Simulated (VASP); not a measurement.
Runs of VASP 6.6.1 on B2P. The structure is trigonal, space group R-3m (No. 166). The conventional cell has a = 3.030 Å, b = 3.030 Å, c = 11.775 Å, α = 90.00°, β = 90.00°, γ = 120.00°. B (site symmetry 3m) has 1 B at 1.66 Å and 3 P at 2.08 Å within 2.2 Å. P (site symmetry -3m) has 6 B at 2.08 Å within 2.8 Å. 

```tsv
level	potentials or basis	k mesh	grid for exact exchange (PRECFOCK)	share of exact exchange	screening parameter	gap on the mesh (eV)	pressure (GPa)	largest force (eV/Å)
RPBE	VASP PAW PBE potentials, release 64 (B, P)	10 × 10 × 10	-	-	-	none	(a)	0.01
PBEsol	VASP PAW PBE potentials, release 64 (B, P)	10 × 10 × 10	-	-	-	none	-3.1	0.04
LDA	VASP PAW LDA potentials, release 64 (B, P)	10 × 10 × 10	-	-	-	none	-6.3	0.12
PBE-based screened hybrid with 25 % exact exchange	VASP PAW PBE potentials, release 64 (B, P)	5 × 5 × 5	Normal	0.25	0.2 1/Å	none	-2.5	0.16
PBE-based screened hybrid with 25 % exact exchange	VASP PAW PBE potentials, release 64 (B, P)	5 × 5 × 5	Normal	0.25	0.3 1/Å	none	(b)	0.18
```

Alike in all rows: task single point; no spin polarisation; cell as given; cutoff (eV) 520; smearing fermi-dirac 0.05 eV.

**Question.** Fill in the values left out.

**Answer.** (a) 2.0; (b) -2.2.

Caveats: some runs use coarse meshes; the PAW data sets were made with another functional, which shifts forces and pressure a little (at least some runs); the cell stands under tension (at least some runs).

A gap of «none» marks levels without a gap at the run's occupations.
